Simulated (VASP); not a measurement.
Runs of VASP 6.6.1 on ZnCd2TeO2. The structure is that of space group P4/mmm (No. 123), or close to it. The cells are those of the table. 

```csv
task,cell,k mesh,cutoff (eV),gap on the mesh (eV),pressure (GPa),largest force (eV/Å)
single point,"a = 4.486, b = 4.486, c = 6.024 Å, 6 atoms",4 × 4 × 4,520,none,6.5,(b)
single point,"a = 5.224, b = 5.224, c = 5.281 Å, 6 atoms",4 × 4 × 4,520,none,0.4,(a)
relaxation of cell and atoms,"relaxed from a = 4.486, b = 4.486, c = 6.024 Å, 6 atoms",4 × 4 × 4,600,none,0.0,0.03
single point,"a = 5.209, b = 5.209, c = 5.232 Å, 6 atoms",8 × 8 × 8,520,none,0.3,0.27
```

Alike in all rows: level PBE; potentials or basis VASP PAW PBE potentials, release 64 (Zn, Cd, Te, O); no spin polarisation; smearing gaussian 0.1 eV.

Q: Fill in the values left out.

A: (a) 0.30; (b) 1.01.

Caveats: spin-orbit coupling is left out, which moves the levels of the heavy elements; forces of over 1 eV/Å act on the atoms, so gaps and moduli don't describe the material at rest (some runs).

A k mesh can miss the band edges, and the runs leave out spin-orbit coupling on Cd, Te.

A gap of «none» marks levels without a gap at the run's occupations.
